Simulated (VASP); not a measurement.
# GaIr (P4mm) in VASP: further runs

GaIr is run at these levels: LDA; tasks: single point.

Everything below comes from runs of VASP 6.6.1. Logs are shortened: lines on timing, memory, paths and dates and some standing lists are left out, and cuts for length are marked.

## Step 1: The cell of the first run

It takes space group P4mm (No. 99, tetragonal). Conventional cell: a = 3.004 Å, b = 3.004 Å, c = 3.004 Å, α = 90.00°, β = 90.00°, γ = 90.00°. Within 3.1 Å of Ga (site symmetry 4mm) lie 8 Ir at 2.31 to 2.99 Å and 6 Ga at 3.00 Å. Ir (site symmetry 4mm) has 8 Ga at 2.31 to 2.99 Å and 6 Ir at 3.00 Å within 3.1 Å.

## Step 2: Single point, LDA (atom 2 (Ir) moved by (-0.600, +0.000) A along y and z)

File INCAR:

```
SYSTEM = GaIr
PREC = Accurate ; ENCUT = 520
EDIFF = 1E-6 ; ISMEAR = 0
SIGMA = 0.15 ; LREAL = .False.
LASPH = .True. ; NELM = 100
ALGO = Normal ; ISIF = 2
LWAVE = .False. ; LCHARG = .False.
NBANDS = 18
```

File KPOINTS:

```
Automatic mesh
0
Gamma
  16 16 16
  0 0 0
```

File POSCAR:

```
GaIr
1.0
    3.0040000000      0.0000000000      0.0000000000
    0.0000000000      3.0040000000      0.0000000000
    0.0000000000      0.0000000000      3.0040000000
Ga Ir
1 1
Direct
    0.0000000000      0.0000000000      0.0000000000
    0.5000000000      0.3002663116      0.5000000000
```

Potentials or basis: VASP PAW LDA potentials, release 64 (Ga_d, Ir).

Run with:

```console
$ cat potpaw_LDA.64/Ga_d/POTCAR potpaw_LDA.64/Ir/POTCAR > POTCAR
$ mpirun -np 1 vasp_std > vasp.out
```

OUTCAR:

```text
SYSTEM = GaIr
   PREC = Accurate
   ENCUT = 520
   EDIFF = 1E-6
   ISMEAR = 0
   LREAL = .False.
   LASPH = .True.
   NELM = 100
   ISIF = 2

 ion  position               nearest neighbor table
   1  0.000  0.000  0.000-   2 2.31   2 2.31   2 2.31   2 2.31   2 2.99   2 2.99   2 2.99   2 2.99

   2  0.500  0.300  0.500-   1 2.31   1 2.31   1 2.31   1 2.31   1 2.99   1 2.99   1 2.99   1 2.99

  LATTYP: Found a simple cubic cell.
 ALAT       =     3.0040000000

  Lattice vectors:

 A1 = (   3.0040000000,   0.0000000000,   0.0000000000)
 A2 = (   0.0000000000,   3.0040000000,   0.0000000000)
 A3 = (   0.0000000000,   0.0000000000,   3.0040000000)

Analysis of symmetry for initial positions (statically):
=====================================================================
 Subroutine PRICEL returns:
 Original cell was already a primitive cell.

 Routine SETGRP: Setting up the symmetry group for a
 simple cubic supercell.

 Subroutine GETGRP returns: Found  8 space group operations
 (whereof  8 operations were pure point group operations)
 out of a pool of 48 trial point group operations.

The static configuration has the point symmetry C_4v.

Analysis of symmetry for dynamics (positions and initial velocities):
=====================================================================
 Subroutine PRICEL returns:
 Original cell was already a primitive cell.

 Routine SETGRP: Setting up the symmetry group for a
 simple cubic supercell.

 Subroutine GETGRP returns: Found  8 space group operations
 (whereof  8 operations were pure point group operations)
 out of a pool of 48 trial point group operations.

The dynamic configuration has the point symmetry C_4v.

 Subroutine INISYM returns: Found  8 space group operations
 (whereof  8 operations are pure point group operations),
 and found     1 'primitive' translations

----------------------------------------------------------------------------------------

                                     Primitive cell

  volume of cell :      27.1081

  direct lattice vectors                    reciprocal lattice vectors
     3.004000000  0.000000000  0.000000000     0.332889481  0.000000000  0.000000000
     0.000000000  3.004000000  0.000000000     0.000000000  0.332889481  0.000000000
     0.000000000  0.000000000  3.004000000     0.000000000  0.000000000  0.332889481

  length of vectors
     3.004000000  3.004000000  3.004000000     0.332889481  0.332889481  0.332889481

  position of ions in fractional coordinates (direct lattice)
     0.000000000  0.000000000  0.000000000
     0.500000000  0.300266312  0.500000000

  ion indices of the primitive-cell ions
   primitive index   ion index
                 1           1
                 2           2

----------------------------------------------------------------------------------------

 KPOINTS: Automatic mesh

Automatic generation of k-mesh.
 Grid dimensions read from file:
 generate k-points for:   16   16   16

 Generating k-lattice:

  Cartesian coordinates                     Fractional coordinates (reciprocal lattice)
     0.020805593  0.000000000  0.000000000     0.062500000  0.000000000  0.000000000
     0.000000000  0.020805593  0.000000000     0.000000000  0.062500000  0.000000000
     0.000000000  0.000000000  0.020805593     0.000000000  0.000000000  0.062500000

  Length of vectors
     0.020805593  0.020805593  0.020805593

  Shift w.r.t. Gamma in fractional coordinates (k-lattice)
     0.000000000  0.000000000  0.000000000

 Subroutine IBZKPT returns following result:
 ===========================================

 Found    405 irreducible k-points:

 Following reciprocal coordinates:
            Coordinates               Weight
  0.000000  0.000000  0.000000      1.000000
  0.062500  0.000000  0.000000      4.000000
  0.000000  0.062500  0.000000      2.000000
  0.125000  0.000000  0.000000      4.000000
  0.000000  0.125000  0.000000      2.000000
  0.187500  0.000000  0.000000      4.000000
[... 16 lines left out ...]
  0.187500  0.062500  0.000000      8.000000
  0.000000  0.187500  0.062500      8.000000
 [... further k-points ...]
   k-points           NKPTS =    405   k-points in BZ     NKDIM =    405   number of bands    NBANDS=     18
   number of dos      NEDOS =    301   number of ions     NIONS =      2
   total plane-waves  NPLWV =  13824
   dimension x,y,z NGX =    24 NGY =   24 NGZ =   24
   dimension x,y,z NGXF=    48 NGYF=   48 NGZF=   48
   ions per type =               1   1
   NGX,Y,Z   is equivalent  to a cutoff of  13.28, 13.28, 13.28 a.u.
   NGXF,Y,Z  is equivalent  to a cutoff of  26.56, 26.56, 26.56 a.u.
 SYSTEM =  GaIr
   PREC   = accura    normal or accurate (medium, high low for compatibility)
   ISTART =      0    job   : 0-new  1-cont  2-samecut
   ICHARG =      2    charge: 1-file 2-atom 10-const
   ISPIN  =      1    spin polarized calculation?
   LNONCOLLINEAR =      F non collinear calculations
   LSORBIT =      F    spin-orbit coupling
   LASPH  =      T    aspherical Exc in radial PAW
   ENCUT  =  520.0 eV  38.22 Ry    6.18 a.u.   5.59  5.59  5.59*2*pi/ulx,y,z
   NELM   =    100;   NELMIN=  2; NELMDL= -5     # of ELM steps
   EDIFF  = 0.1E-05   stopping-criterion for ELM
   LREAL  =      F    real-space projection
   EDIFFG = 0.1E-04   stopping-criterion for IOM
   NSW    =      0    number of steps for IOM
   IBRION =     -1    ionic relax: 0-MD 1-quasi-New 2-CG
   NFREE  =      0    steps in history (QN), initial steepest desc. (CG)
   ISIF   =      2    stress and relaxation
   ISYM   =      2    0-nonsym 1-usesym 2-fastsym
   POTIM  = 0.5000    time-step for ionic-motion
   TEBEG  =    0.0;   TEEND  =   0.0 temperature during run
   PSTRESS=    0.0 pullay stress
   NELECT =      22.0000    total number of electrons
   NUPDOWN=      -1.0000    fix difference up-down
   EMIN   =  10.00;   EMAX   =-10.00  energy-range for DOS
   EFERMI =   0.00;   METHOD = LEGACY
   ISMEAR =     0;   SIGMA  =   0.15  broadening in eV -4-tet -1-fermi 0-gaus
   EFERMI_NEDOS =   21; number of points for ismear=-14 and -15
   IALGO  =     38    algorithm
   IMIX   =      4    mixing-type and parameters
     AMIX     =   0.40;   BMIX     =  1.00
     AMIX_MAG =   1.60;   BMIX_MAG =  1.00
  volume/ion in A,a.u.               =      13.55        91.47
  Fermi-wavevector in a.u.,A,eV,Ry     =   1.527035  2.885679 31.726574  2.331837
  Thomas-Fermi vector in A             =   2.634987
   LORBIT       =      0    0 simple, 1 ext, 2 COOP (PROOUT), +10 PAW based schemes
   GGA     = CA    functional components
   LHFCALC =     F    Hartree Fock is set to
   AEXX    =    0.0000 exact exchange contribution
   IVDW    =     0    specifies the selected vdW correction
   LEPSILON=     F    determine dielectric tensor
   LRPA    =     F    only Hartree local field effects (RPA)
 non-spin polarized calculation
 Gauss-broadening in eV      SIGMA  =   0.15
  energy-cutoff  :      520.00
  volume of cell :       27.11
 maximum number of plane-waves:       743
 NGX is ok and might be reduce to    24
   NGX = 11   NGY = 11   NGZ = 11

 number of electron      22.0000007 magnetization

 Free energy of the ion-electron system (eV)
  ---------------------------------------------------
  ext. energy  EPLUGINS =         0.00000000
  ---------------------------------------------------
  free energy    TOTEN  =       -13.61947259 eV

  energy without entropy =      -13.61018366  energy(sigma->0) =      -13.61482812

 E-fermi :   9.8229     XC(G=0): -13.6748

 val. band max:        9.8193050517   @ k =   0.3125   0.4375   0.3750
 cond. band min:       9.8291482945   @ k =   0.0625   0.0000   0.4375
 fundamental gap:      0.0098432429
 Fermi energy:         9.8228869065

 k-point     1 :       0.0000    0.0000    0.0000
  band No.  band energies     occupation
      1      -5.9256      2.00000
      2      -5.8226      2.00000
      3      -5.7168      2.00000
      4      -5.5495      2.00000
      5      -5.5495      2.00000
      6      -3.0950      2.00000
[... 10 lines left out ...]
     17      23.2173      0.00000
     18      28.3308      0.00000

 k-point     2 :       0.0625    0.0000    0.0000
  band No.  band energies     occupation
      1      -5.9147      2.00000
      2      -5.8210      2.00000
      3      -5.7177      2.00000
      4      -5.5558      2.00000
      5      -5.5498      2.00000
      6      -3.0123      2.00000
[... 10 lines left out ...]
     17      23.3689      0.00000
     18      28.3479      0.00000

 k-point     3 :       0.0000    0.0625    0.0000
  band No.  band energies     occupation
      1      -5.9233      2.00000
      2      -5.8157      2.00000
      3      -5.7158      2.00000
      4      -5.5523      2.00000
      5      -5.5523      2.00000
      6      -3.0234      2.00000
[... 10 lines left out ...]
     17      22.9845      0.00000
     18      28.3712      0.00000

 k-point     4 :       0.1250    0.0000    0.0000
  band No.  band energies     occupation
      1      -5.8866      2.00000
      2      -5.8134      2.00000
      3      -5.7195      2.00000
      4      -5.5732      2.00000
      5      -5.5513      2.00000
      6      -2.7670      2.00000
[... 375 lines left out ...]
      4      -5.5751      2.00000
      5      -5.5546      2.00000
      6      -2.6853      2.00000
[... 10 lines left out ...]
     17      24.0849      0.00000
     18      28.1677      0.00000

 k-point    23 :       0.1875    0.0625    0.0000
  band No.  band energies     occupation
      1      -5.8564      2.00000
      2      -5.7814      2.00000
      3      -5.7209      2.00000
      4      -5.6030      2.00000
      5      -5.5580      2.00000
      6      -2.2963      2.00000
[... 10 lines left out ...]
     17      25.6309      0.00000
     18      28.0870      0.00000

 k-point    24 :       0.0000    0.1875    0.0625
  band No.  band energies     occupation
      1      -5.8965      2.00000
      2      -5.7646      2.00000
      3      -5.7114      2.00000
      4      -5.5800      2.00000
      5      -5.5716      2.00000
      6      -2.3841      2.00000
[... 10 lines left out ...]
     17      23.8677      0.00000
     18      28.1401      0.00000

 [... further k-points ...]

------------------------ aborting loop because EDIFF is reached ----------------------------------------

  FORCE on cell =-STRESS in cart. coord.  units (eV):
  Direction    XX          YY          ZZ          XY          YZ          ZX
  --------------------------------------------------------------------------------------
  -------------------------------------------------------------------------------------
  Total        7.2516943      1.6793284      7.2516943      0.0000000      0.0000000      0.0000000
  in kB      428.5981453     99.2536389    428.5981453      0.0000000      0.0000000      0.0000000
  external PRESSURE =     318.8166431 kB  Pullay stress =       0.0000000 kB

 VOLUME and BASIS-vectors are now :
 -----------------------------------------------------------------------------
  energy-cutoff  :      520.00
  volume of cell :       27.11
      direct lattice vectors                 reciprocal lattice vectors
     3.004000000  0.000000000  0.000000000     0.332889481  0.000000000  0.000000000
     0.000000000  3.004000000  0.000000000     0.000000000  0.332889481  0.000000000
     0.000000000  0.000000000  3.004000000     0.000000000  0.000000000  0.332889481

 POSITION                                       TOTAL-FORCE (eV/Angst)
 -----------------------------------------------------------------------------------
      0.00000      0.00000      0.00000        -0.000000     -3.854174      0.000000
      1.50200      0.90200      1.50200         0.000000      3.854174     -0.000000
 -----------------------------------------------------------------------------------
    total drift:                                0.000000     -0.000117     -0.000000

  FREE ENERGIE OF THE ION-ELECTRON SYSTEM (eV)
  ---------------------------------------------------
  free  energy   TOTEN  =       -13.6194725900 eV

  energy  without entropy=      -13.6101836584  energy(sigma->0) =      -13.61482812
```

Wall time 43 s (1 thread of Intel Xeon 6975P-C (Granite Rapids), shared host); peak memory 0.3 GiB.

Results:

```
Free energy            : -13.6195 eV
Pressure               : 31.9 GPa
Largest force          : 3.854 eV/Å
Band gap on the k mesh : zero (bands 11 and 12 overlap by 1.11 eV)
```

Forces in eV/Å, atoms in the order of the input:
```
Ga   0.000 -3.854  0.000
Ir   0.000  3.854  0.000
```

Stress tensor (GPa, compression positive):
```
42.86  0.00  0.00
 0.00  9.93  0.00
 0.00  0.00 42.86
```

Levels at points of the mesh, in eV from the Fermi level:
| k point | band 8 | band 9 | band 10 | band 11 | band 12 | band 13 | band 14 | band 15 |
| --- | --- | --- | --- | --- | --- | --- | --- | --- |
| (0.00, 0.00, 0.00) | -5.36 | -1.70 | -1.64 | -1.64 | 4.33 | 4.33 | 6.39 | 8.00 |
| (0.50, 0.00, 0.00) | -4.72 | -4.18 | -2.88 | -1.14 | 0.02 | 6.42 | 10.19 | 10.77 |
| (0.00, 0.50, 0.00) | -5.04 | -3.44 | -3.44 | -1.63 | 0.76 | 8.92 | 8.92 | 9.55 |
| (0.50, 0.50, 0.00) | -3.73 | -3.45 | -2.40 | -1.83 | -0.20 | 2.88 | 3.49 | 9.91 |
| (0.50, 0.00, 0.50) | -4.04 | -4.04 | -1.85 | -1.85 | -0.34 | 2.87 | 3.30 | 11.60 |
| (0.50, 0.50, 0.50) | -6.37 | -0.99 | -0.24 | -0.05 | 2.27 | 2.27 | 4.20 | 6.68 |

Caveat: the cell differs from its parent crystal (atom 2 (Ir) moved by (-0.600, +0.000) A along y and z); the stress differs along the axes, from 10 to 43 GPa; spin-orbit coupling is left out, which moves the levels of the heavy elements; forces of over 1 eV/Å act on the atoms, so gaps and moduli don't describe the material at rest.

## Step 3: Single point, LDA (atom 2 (Ir) moved by (-0.300, +0.000) A along y and z)

File INCAR:

```
ALGO = Normal
EDIFF = 1E-7
ENCUT = 520
GGA = CA
ISIF = 2
ISMEAR = 0
LASPH = T
LCHARG = T
LELF = T
LREAL = F
LVHAR = T
LWAVE = F
NBANDS = 18
NELM = 100
PREC = Accurate
SIGMA = 0.15
```

File KPOINTS:

```
k-points
0
Gamma
  16 16 16
```

POSCAR: that of step 2 with these lines changed.

```diff
@@ -9,2 +9,2 @@
     0.0000000000      0.0000000000      0.0000000000
-    0.5000000000      0.3002663116      0.5000000000
+    0.5000000000      0.4001331558      0.5000000000
```

Potentials or basis: VASP PAW LDA potentials, release 64 (Ga_d, Ir).

Run with:

```console
$ cat potpaw_LDA.64/Ga_d/POTCAR potpaw_LDA.64/Ir/POTCAR > POTCAR
$ mpirun -np 1 vasp_std > vasp.out
```

Wall time 50 s (1 thread of Intel Xeon 6975P-C (Granite Rapids), shared host); peak memory 0.3 GiB.

The run converged. Its results:

```
Free energy            : -14.4945 eV
Pressure               : 8.5 GPa
Largest force          : 1.920 eV/Å
Band gap on the k mesh : zero (bands 11 and 12 overlap by 0.80 eV)
```

Forces on the atoms (eV/Å):
```
Ga   0.000 -1.920  0.000
Ir   0.000  1.920  0.000
```

Stress tensor (GPa, compression positive):
```
10.88  0.00  0.00
 0.00  3.60  0.00
 0.00  0.00 10.88
```

Levels at points of the mesh, in eV from the Fermi level:
| k point | band 7 | band 8 | band 9 | band 10 | band 11 | band 12 | band 13 | band 14 | band 15 | band 16 |
| --- | --- | --- | --- | --- | --- | --- | --- | --- | --- | --- |
| (0.00, 0.00, 0.00) | -5.44 | -5.33 | -1.58 | -1.57 | -1.57 | 3.96 | 3.96 | 4.52 | 9.05 | 12.34 |
| (0.50, 0.00, 0.00) | -8.42 | -4.91 | -3.85 | -3.46 | -1.37 | 0.17 | 7.66 | 10.19 | 11.07 | 11.23 |
| (0.00, 0.50, 0.00) | -7.77 | -5.00 | -3.66 | -3.66 | -1.52 | 0.40 | 9.02 | 9.98 | 9.98 | 11.03 |
| (0.50, 0.50, 0.00) | -5.42 | -3.55 | -2.94 | -2.91 | -2.62 | -0.22 | 2.88 | 3.45 | 8.71 | 12.64 |
| (0.50, 0.00, 0.50) | -4.91 | -3.80 | -3.80 | -2.33 | -2.33 | -0.26 | 2.87 | 3.34 | 9.28 | 12.86 |
| (0.50, 0.50, 0.50) | -6.72 | -6.72 | -1.56 | -0.16 | -0.10 | 3.11 | 3.11 | 3.71 | 6.47 | 7.56 |

Caveat: the cell differs from its parent crystal (atom 2 (Ir) moved by (-0.300, +0.000) A along y and z); the stress differs along the axes, from 4 to 11 GPa; spin-orbit coupling is left out, which moves the levels of the heavy elements; forces of over 1 eV/Å act on the atoms, so gaps and moduli don't describe the material at rest.
